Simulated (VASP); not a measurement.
Crystal: CdAu2.

```
Cd Au
1.0
     4.75720    0.00000    0.00000
    -2.37860    4.11986    0.00000
     0.00000    0.00000    2.97935
Cd Au
1 2
Cartesian
  0.0000 0.0000 0.0000
  0.0000 2.7466 1.4897
  2.3786 1.3733 1.4897
```

```yaml
Program: VASP 6.6.1
Task: relaxation of cell and atoms
Functional: PBE
Potentials_or_basis: VASP PAW PBE potentials, release 64 (Cd, Au)
Cutoff: 600 eV
k_mesh: 12 × 12 × 16
Occupations: gaussian, width 0.1 eV
Spin: no spin polarisation
```

At the start: pressure -0.5 GPa; volume 19.46 Å³/atom.

Question: Where does the relaxation end?

Answer: Over 7 steps the energy falls by 3.4 meV/atom and the volume is 19.27 Å³/atom (-1.0 %); space group P6/mmm (No. 191, to 0.1 Å) before and after.

Step by step:
```csv
step,energy change (eV),largest force (eV/Å),pressure (GPa),volume (Å³)
1,0.0000,0.0000,-0.52,58.39
2,-0.0066,0.0000,0.14,57.86
3,-0.0087,0.0000,0.83,57.38
4,-0.0081,0.0000,-0.33,57.94
5,-0.0099,0.0000,0.29,57.63
6,-0.0101,0.0000,-0.12,57.87
7,-0.0101,0.0000,0.01,57.80
```

Final structure:
```yaml
crystal:
  lattice:
    - [4.78657, 0.00000, 0.00000]
    - [-2.39328, 4.14529, 0.00000]
    - [0.00000, 0.00000, 2.91313]
  atoms:
    - { symbol: Cd, position: [0.00000, 0.00000, 0.00000] }
    - { symbol: Au, position: [0.33333, 0.66667, 0.50000] }
    - { symbol: Au, position: [0.66667, 0.33333, 0.50000] }
```
